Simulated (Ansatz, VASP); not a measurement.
## One calculation of TlGa, two programs

```xyz
2
Lattice="0.0000 3.0249 3.0249 3.0249 0.0000 3.0249 3.0249 3.0249 0.0000" Properties=species:S:1:pos:R:3 pbc="T T T"
Tl    0.0000    0.0000    0.0000
Ga    3.0249    3.0249    3.0249
```

Change from the starting cell: species swapped into the CaTe type (Fm-3m, No. 225).

Alike in both runs: task single point; functional PBE; k mesh 6 × 6 × 6; occupations gaussian, width 0.1 eV; no spin polarisation.

|  | VASP | Ansatz |
| --- | --- | --- |
| version | VASP 6.6.1 | Ansatz 0.2.0 |
| potentials or method | VASP PAW PBE potentials, release 64 (Tl_d, Ga_d), cutoff 500 eV | scalar-relativistic, plane waves, PAW |
| valence electrons in the cell | 26 | 26 |

|  | VASP | Ansatz | Ansatz less VASP |
| --- | --- | --- | --- |
| gap on the k mesh at the Fermi level (eV) | none | none | - |
| pressure (GPa) | -0.8 | -0.8 | 0.00 |

A gap of «none» marks a metal or a gap that the smearing closes.

Spin-orbit coupling is off throughout.
